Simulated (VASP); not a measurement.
A run of VASP 6.6.1:

POSCAR

```
Au
1.0
    0.0000000000      2.1489860000      2.1489860000
    2.1489860000      0.0000000000      2.1489860000
    2.1489860000      2.1489860000      0.0000000000
Au
1
Direct
    0.0000000000      0.0000000000      0.0000000000
```

INCAR.step1

```
PREC     = Accurate       # precision mode
ENCUT    = 400            # plane-wave cutoff, eV
EDIFF    = 1E-6           # SCF threshold, eV
ISMEAR   = 1              # smearing method
SIGMA    = 0.0153         # smearing width, eV
LREAL    = False          # projectors in reciprocal space
LASPH    = True           # aspherical terms in the spheres
NELM     = 120            # most SCF steps
ALGO     = Normal         # electronic algorithm
ISIF     = 2              # what is computed and relaxed
LWAVE    = False          # write WAVECAR
LCHARG   = True           # write CHGCAR
LMAXMIX  = 4              # l up to which the mixer works
GGA      = PE             # functional
NBANDS   = 12             # bands
GGA_COMPAT= False        
NEDOS    = 2001           # points of the DOS
LORBIT   = 11             # projections on sites
```

Contents of KPOINTS.step1:

```
Automatic mesh
0
Gamma
  10 10 10
```

INCAR.step2

```
PREC     = Accurate       # precision mode
ENCUT    = 400            # plane-wave cutoff, eV
EDIFF    = 1E-6           # SCF threshold, eV
ISMEAR   = -5             # smearing method
SIGMA    = 0.0153         # smearing width, eV
LREAL    = False          # projectors in reciprocal space
LASPH    = True           # aspherical terms in the spheres
NELM     = 120            # most SCF steps
ALGO     = Normal         # electronic algorithm
ISIF     = 2              # what is computed and relaxed
LWAVE    = False          # write WAVECAR
LCHARG   = False          # write CHGCAR
LMAXMIX  = 4              # l up to which the mixer works
GGA      = PE             # functional
LORBIT   = 10             # projections on sites
NBANDS   = 12             # bands
NEDOS    = 2001           # points of the DOS
ICHARG   = 11             # starting density
GGA_COMPAT= False
```

KPOINTS.step2

```
Automatic mesh
0
Gamma
  15 15 15
```

Potentials or basis: VASP PAW PBE potentials, release 64 (Au).

Command:

```bash
$ cat potpaw_PBE.64/Au/POTCAR > POTCAR
$ cp INCAR.step1 INCAR
$ cp KPOINTS.step1 KPOINTS
$ mpirun -np 1 vasp_std > vasp.out
$ cp INCAR.step2 INCAR
$ cp KPOINTS.step2 KPOINTS
$ mpirun -np 1 vasp_std > vasp.out
```

Hardware: 1 thread of Intel(R) Xeon(R) Platinum 8488C (Sapphire Rapids), with other jobs on the host.

Question: How long does it take, and how much memory?

Answer: Run time: 12 s on 1 thread of Intel(R) Xeon(R) Platinum 8488C (Sapphire Rapids), on a shared host, peak memory 0.13 GiB. Counts: k points 120.
